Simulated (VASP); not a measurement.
Runs of VASP 6.6.1 on GaN (zincblende type). The structure is that of space group F-43m (No. 216), or close to it. The cells are those of the table. 

| task | cell | cutoff (eV) | gap on the mesh (eV) | pressure (GPa) |
| --- | --- | --- | --- | --- |
| relaxation of cell and atoms | relaxed to 18 GPa from a = 3.125 Å, angles 60.0°, 2 atoms | 600 | 2.11 | 18.0 |
| single point | a = 3.124 Å, angles 60.0°, 2 atoms | 520 | 2.11 | (a) |
| single point | a = 3.125 Å, angles 60.0°, 2 atoms | 520 | 2.11 | 17.9 |
| relaxation of cell and atoms | relaxed to 18 GPa from a = 3.105 Å, angles 60.0°, 2 atoms | 600 | 2.11 | 18.0 |

Alike in all rows: level PBE; potentials or basis VASP PAW PBE potentials, release 64 (Ga_d, N); no spin polarisation; k mesh 16 × 16 × 16; smearing fermi-dirac 0.08 eV.

Estimate the missing entries.

(a) 18.1.

Caveats: the cell is relaxed towards a set pressure, so the enthalpy falls and the energy may rise (some runs).

A k mesh can miss the band edges, and the runs leave out spin-orbit coupling on Ga.
